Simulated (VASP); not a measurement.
# LiSc12 in VASP: notebook, part 2 of 2

VASP 6.6.1.

**4. Single point, LDA**

Input file INCAR:

```
PREC = Accurate
ENCUT = 520
EDIFF = 1E-6
ISMEAR = -1
SIGMA = 0.1
LREAL = F
LASPH = T
NELM = 80
ALGO = Normal
ISIF = 2
LWAVE = F
LCHARG = F
GGA = CA
NBANDS = 80
```

Input file KPOINTS:

```
regular mesh
0
Gamma
  3 3 1
```

Input file POSCAR:

```
LiSc12
1.0
    6.6200000000      0.0000000000      0.0000000000
    3.3100000000      5.7330880000      0.0000000000
    0.0000000000      0.0000000000     17.2761400000
Sc Li
12 1
Direct
    0.0000000000      0.0000000000      0.0578833003
    0.5000000000      0.0000000000      0.0578833003
    0.0000000000      0.5000000000      0.0578833003
    0.5000000000      0.5000000000      0.0578833003
   -0.1653141449      0.3318878064      0.1962967422
    0.3295994926      0.3352753350      0.1960358622
   -0.1652604052      0.8334476987      0.1962517090
    0.3304163781      0.8348146758      0.1947984909
    0.0032522547     -0.0015715789      0.3398294411
    0.4998492326     -0.0065156858      0.3324233307
   -0.0137754403      0.5069847175      0.3376007025
    0.4998714157      0.5068613983      0.3325757374
    0.5884310266      0.7062766174      0.4830676297
```

Potentials or basis: VASP PAW LDA potentials, release 64 (Sc_sv, Li_sv).

On the command line:

```
> cat potpaw_LDA.64/Sc_sv/POTCAR potpaw_LDA.64/Li_sv/POTCAR > POTCAR
> mpirun -np 1 vasp_std > vasp.out
```

OUTCAR:

```text
PREC = Accurate
   ENCUT = 520
   EDIFF = 1E-6
   ISMEAR = -1
   LREAL = F
   LASPH = T
   NELM = 80
   ISIF = 2
   GGA = CA

 ion  position               nearest neighbor table
   1  0.000  0.000  0.058-   8 3.03   7 3.06   5 3.06   3 3.31   3 3.31   4 3.31   4 3.31   2 3.31
                             2 3.31
   2  0.500  0.000  0.058-   8 3.05   6 3.06   7 3.07   4 3.31   3 3.31   4 3.31   3 3.31   1 3.31
                             1 3.31
   3  0.000  0.500  0.058-   6 3.04   7 3.06   5 3.06   1 3.31   1 3.31   2 3.31   2 3.31   4 3.31
                             4 3.31
   4  0.500  0.500  0.058-   8 3.05   6 3.06   5 3.07   2 3.31   1 3.31   2 3.31   1 3.31   3 3.31
                             3 3.31
   5  0.835  0.332  0.196-  12 3.04   1 3.06   3 3.06   4 3.07  11 3.08   9 3.13   8 3.29   6 3.29
                             7 3.30   7 3.32   6 3.33   8 3.33
   6  0.330  0.335  0.196-   3 3.04   4 3.06   2 3.06  10 3.06  12 3.07  11 3.14   7 3.29   5 3.29
                             8 3.31   8 3.31   5 3.33   7 3.33
   7  0.835  0.833  0.196-  10 3.04   1 3.06   3 3.06   2 3.07  11 3.08   9 3.13   8 3.29   6 3.29
                             5 3.30   5 3.32   6 3.33   8 3.33
   8  0.330  0.835  0.195-   1 3.03  10 3.03  12 3.03   2 3.05   4 3.05   9 3.13   7 3.29   5 3.29
                             6 3.31   6 3.31   5 3.33   7 3.33
   9  0.003  0.998  0.340-   8 3.13   5 3.13   7 3.13  12 3.27  10 3.27  11 3.31  11 3.31  10 3.35
                            12 3.35
  10  0.500  0.993  0.332-   8 3.03   7 3.04   6 3.06  12 3.22  11 3.22   9 3.27   9 3.35  12 3.40
                            11 3.40
  11  0.986  0.507  0.338-   5 3.08   7 3.08   6 3.14  12 3.22  10 3.22   9 3.31   9 3.31  10 3.40
                            12 3.40
  12  0.500  0.507  0.333-   8 3.03   5 3.04   6 3.07  11 3.22  10 3.22   9 3.27   9 3.35  10 3.40
                            11 3.40
  13  0.588  0.706  0.483-

  LATTYP: Found a hexagonal cell.
 ALAT       =     6.6199998501
 C/A-ratio  =     2.6096888808

  Lattice vectors:

 A1 = (  -3.3100000000,  -5.7330880000,   0.0000000000)
[... 163 lines left out ...]
  energy-cutoff  :      520.00
  volume of cell :      655.68
 maximum number of plane-waves:     17741
 NGX is ok and might be reduce to    50
   NGX = 25   NGY = 25   NGZ = 65

 number of electron     134.9999999 magnetization

 Free energy of the ion-electron system (eV)
  ---------------------------------------------------
  ext. energy  EPLUGINS =         0.00000000
  ---------------------------------------------------
  free energy    TOTEN  =       -76.65258819 eV

  energy without entropy =      -75.80235003  energy(sigma->0) =      -76.22746911

 E-fermi :  -0.0035     XC(G=0):  -5.8707

 val. band max:       -0.0260346303   @ k =  -0.3333   0.3333   0.0000
 cond. band min:       0.0592306876   @ k =   0.0000   0.0000   0.0000
 fundamental gap:      0.0852653179
 Fermi energy:        -0.0035064375

 k-point     1 :       0.0000    0.0000    0.0000
  band No.  band energies     occupation
      1     -49.1118      2.00000
      2     -49.0633      2.00000
      3     -49.0322      2.00000
      4     -49.0233      2.00000
      5     -49.0166      2.00000
      6     -49.0144      2.00000
[... 399 lines left out ...]
     78       0.6105      0.00430
     79       0.6471      0.00299
 [bands above 79 left out]

------------------------ aborting loop because EDIFF is reached ----------------------------------------

  FORCE on cell =-STRESS in cart. coord.  units (eV):
  Direction    XX          YY          ZZ          XY          YZ          ZX
  --------------------------------------------------------------------------------------
  -------------------------------------------------------------------------------------
  Total       -9.4331116     -9.1544527      0.0389515      0.2392777     -0.0774088      0.1283406
  in kB      -23.0500697    -22.3691589      0.0951791      0.5846816     -0.1891505      0.3136037
  external PRESSURE =     -15.1080165 kB  Pullay stress =       0.0000000 kB

 VOLUME and BASIS-vectors are now :
 -----------------------------------------------------------------------------
  energy-cutoff  :      520.00
  volume of cell :      655.68
      direct lattice vectors                 reciprocal lattice vectors
     6.620000000  0.000000000  0.000000000     0.151057402 -0.087213034  0.000000000
     3.310000000  5.733088000  0.000000000     0.000000000  0.174426068  0.000000000
     0.000000000  0.000000000 17.276140000     0.000000000  0.000000000  0.057883300

 POSITION                                       TOTAL-FORCE (eV/Angst)
 -----------------------------------------------------------------------------------
      0.00000      0.00000      1.00000        -0.005562      0.003595     -0.028893
      3.31000      0.00000      1.00000         0.002758      0.029000     -0.002633
      1.65500      2.86654      1.00000         0.010203     -0.006044     -0.010009
      4.96500      2.86654      1.00000        -0.023309     -0.016333     -0.002793
      6.62417      1.90274      3.39125         0.000167     -0.001420     -0.002351
      3.29171      1.92216      3.38674         0.001005     -0.000157      0.004751
      8.28469      4.77823      3.39047         0.001440      0.001170     -0.001252
      4.95059      4.78607      3.36537        -0.003083      0.000597      0.003283
      3.32633      5.72408      5.87094        -0.002653      0.001441      0.011561
      6.59743      5.69573      5.74299         0.001317      0.001678      0.010487
      8.20693      2.90659      5.83244        -0.000413     -0.000135      0.009476
      4.98686      2.90588      5.74562        -0.002040     -0.002505      0.003061
      6.23319      4.04915      8.34554         0.020169     -0.010888      0.005311
 -----------------------------------------------------------------------------------
    total drift:                                0.000165      0.000102     -0.000273

  FREE ENERGIE OF THE ION-ELECTRON SYSTEM (eV)
  ---------------------------------------------------
  free  energy   TOTEN  =       -76.6525881947 eV

  energy  without entropy=      -75.8023500274  energy(sigma->0) =      -76.22746911
```

stdout:

```text
POSCAR found type information on POSCAR ScLi
 POSCAR found :  2 types and      13 ions
 scaLAPACK will be used
 LDA part: xc-table for (Slater(with rela. corr.)+CA(PZ))
 , standard interpolation
 POSCAR, INCAR and KPOINTS ok, starting setup
 FFT: planning ... GRIDC
 FFT: planning ... GRID_SOFT
 FFT: planning ... GRID
 WAVECAR not read
 entering main loop
```

Run time: 25 min. Hardware: 1 thread of Intel Xeon 8259CL, shared host; peak memory 0.57 GiB.

Results:

```yaml
Free_energy: -76.6526 eV
Largest_force: 0.030 eV/Å
Band_gap_on_the_k_mesh: zero (an odd number of electrons rules out a gap without spin polarisation)
```

Forces in eV/Å, atoms in the order of the input:
```
Sc  -0.006  0.004 -0.029
Sc   0.003  0.029 -0.003
Sc   0.010 -0.006 -0.010
Sc  -0.023 -0.016 -0.003
Sc   0.000 -0.001 -0.002
Sc   0.001  0.000  0.005
Sc   0.001  0.001 -0.001
Sc  -0.003  0.001  0.003
Sc  -0.003  0.001  0.012
Sc   0.001  0.002  0.010
Sc   0.000  0.000  0.009
Sc  -0.002 -0.003  0.003
Li   0.020 -0.011  0.005
```

Levels at points of the mesh, in eV from the Fermi level:
```csv
k point,band 65,band 66,band 67,band 68,band 69,band 70,band 71,band 72
"(0.00, 0.00, 0.00)",-0.30,-0.29,-0.27,-0.23,0.06,0.48,0.52,0.57
```

Caveat: the k points lie up to 0.37 Å⁻¹ apart, too coarse for converged energies and pressures of a metal; the cutoff is under 1.25 times the usual one of these potentials, so pressure, stress and relaxed cells hold a basis-set (Pulay) error; there is no dipole correction, which matters where the two faces differ.

**5. Summary**

| cell | gap on the mesh (eV) | largest force (eV/Å) |
| --- | --- | --- |
| as given, atomic positions A | none | 0.03 |
| as given, atomic positions B | none | 0.03 |
| as given, atomic positions C | none | 0.03 |

Alike in all rows: task single point; level LDA; potentials or basis VASP PAW LDA potentials, release 64 (Sc_sv, Li_sv); no spin polarisation; k mesh 3 × 3 × 1; cutoff (eV) 520; smearing fermi-dirac 0.1 eV.

Caveats: all runs use coarse meshes; the cutoff is under 1.25 times the usual one of these potentials, so pressure, stress and relaxed cells hold a basis-set (Pulay) error; there is no dipole correction, which matters where the two faces differ.

Total energies depend on the potentials used, so only differences within one code and one set of settings carry meaning.

The gap in the log of VASP goes by the Fermi energy; the results here count the filled bands.